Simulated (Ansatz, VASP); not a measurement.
**One calculation of Mg3Te, two programs**

The input INCAR:

```
SYSTEM = Mg3Te
PREC = Accurate
ENCUT = 520
EDIFF = 1E-6
ISMEAR = -1
SIGMA = 0.05
LREAL = .FALSE.
LASPH = .TRUE.
NELM = 80
ALGO = Fast
ISIF = 2
LWAVE = .FALSE.
LCHARG = .TRUE.
GGA = PE
LELF = .TRUE.
LVHAR = .TRUE.
NBANDS = 14
```

KPOINTS

```
Automatic mesh
0
G
  9 9 9
  0 0 0
```

Contents of POSCAR:

```
Mg3Te
1.0
   -2.1393600000      2.1393600000      5.2824880000
    2.1393600000     -2.1393600000      5.2824880000
    2.1393600000      2.1393600000     -5.2824880000
Te Mg
1 3
Direct
    0.0000000000      0.0000000000      0.0000000000
    0.2500000000      0.7500000000      0.5000000000
    0.7500000000      0.2500000000      0.5000000000
    0.5000000000      0.5000000000      0.0000000000
```

The input input.yaml:

```yaml
crystal:
  lattice:
    - [-2.13936, 2.13936, 5.282488]
    - [2.13936, -2.13936, 5.282488]
    - [2.13936, 2.13936, -5.282488]
  atoms:
    - { symbol: Te, position: [0.0, 0.0, 0.0] }
    - { symbol: Mg, position: [0.25, 0.75, 0.5] }
    - { symbol: Mg, position: [0.75, 0.25, 0.5] }
    - { symbol: Mg, position: [0.5, 0.5, 0.0] }
hamiltonian:
  xc: pbe
  pseudopotentials: { kind: paw }
kpoints:
  mp_grid: { grid: [9, 9, 9] }
scf:
  occupations: { method: fermi_dirac, width: 0.05 }
output:
  forces: true
  stress: true
  eigenvalues: true
  write_density: true
  write_potential: true
  elf: true
  volumetric_format: npy
```

Alike in both runs: task single point; functional PBE; k mesh 9 × 9 × 9; occupations fermi-dirac, width 0.05 eV; no spin polarisation.

```csv
,VASP,Ansatz
version,VASP 6.6.1,Ansatz 0.2.0
potentials or method,"VASP PAW PBE potentials, release 64 (Te, Mg)",Ansatz PAW
plane-wave cutoff (eV),520,420
valence electrons in the cell,12,46
```

|  | VASP | Ansatz | Ansatz less VASP |
| --- | --- | --- | --- |
| gap on the k mesh at the Fermi level (eV) | none | none | - |
| pressure (GPa) | 0.1 | 0.1 | +0.10 |
| traceless stress, the component that is largest in VASP (GPa) | -0.13 | -0.11 | +0.019 |

A gap of «none» marks a metal or a gap that the smearing closes. The functional is the same, so the differences come from potentials, cutoffs and numerics. VASP's potentials hold 12 valence electrons a cell and Ansatz's 46, so a difference there can come from the potentials and not from the codes.

Neither program's run includes spin-orbit coupling.
